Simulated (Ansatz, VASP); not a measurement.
**BN: VASP beside Ansatz**

Contents of INCAR:

```
SYSTEM = BN
PREC = Accurate
ENCUT = 520
EDIFF = 1E-6
ISMEAR = 0
SIGMA = 0.05
LREAL = .False.
LASPH = .True.
NELM = 100
ALGO = Normal
ISIF = 2
LWAVE = .False.
LCHARG = .True.
GGA = PS
LELF = .True.
LVHAR = .True.
NBANDS = 11
```

Contents of KPOINTS:

```
regular mesh
0
Gamma
  12 12 12
  0 0 0
```

File POSCAR:

```
BN
1.0
    1.2511217832      0.7223354983      3.3729344033
   -1.2511217832      0.7223354983      3.3729344033
    0.0000000000     -1.4446709967      3.3729344033
B N
1 1
Direct
    0.9996712000      0.9996712000      0.9996712000
    0.2993311494      0.3417195158      0.3572347348
```

Input for Ansatz:

```yaml
crystal:
  lattice:
    - [1.2511217832, 0.7223354983, 3.3729344033]
    - [-1.2511217832, 0.7223354983, 3.3729344033]
    - [0.0, -1.4446709967, 3.3729344033]
  atoms:
    - { symbol: B, position: [0.9996712, 0.9996712, 0.9996712] }
    - { symbol: "N", position: [0.2993311494, 0.3417195158, 0.3572347348] }
basis:
  ecutwfc: 420
kpoints:
  mp_grid: { grid: [12, 12, 12] }
hamiltonian:
  xc: pbesol
scf:
  occupations: { method: gaussian, width: 0.05 }
output:
  forces: true
  stress: true
  eigenvalues: true
```

Change from the starting cell: all N atoms moved -0.075 Å, as atom 2 along Cartesian [1 1 0].

Alike in both runs: task single point; functional PBEsol; k mesh 12 × 12 × 12; occupations gaussian, width 0.05 eV; no spin polarisation.

```csv
,VASP,Ansatz
version,VASP 6.6.1,Ansatz 0.2.0
potentials or method,"VASP PAW PBE potentials, release 64 (B, N), cutoff 520 eV","scalar-relativistic, plane waves, PAW"
valence electrons in the cell,8,8
```

|  | VASP | Ansatz | Ansatz less VASP |
| --- | --- | --- | --- |
| gap on the k mesh at the Fermi level (eV) | 3.79 | 3.80 | +0.010 |
| least direct gap on the mesh (eV) | 4.56 | 4.57 | +0.007 |
| pressure (GPa) | 3.0 | 2.7 | -0.27 |
| traceless stress, the component that is largest in VASP (GPa) | 7.66 | 7.40 | -0.257 |
| rms of the force components (eV/Å) | 1.677 | 1.678 | +0.0015 |

VASP's potentials were made for PBE, not for PBEsol. Atom by atom the forces differ by 0.001 eV/Å (rms over components). The functional is the same, so the differences come from potentials, cutoffs and numerics.
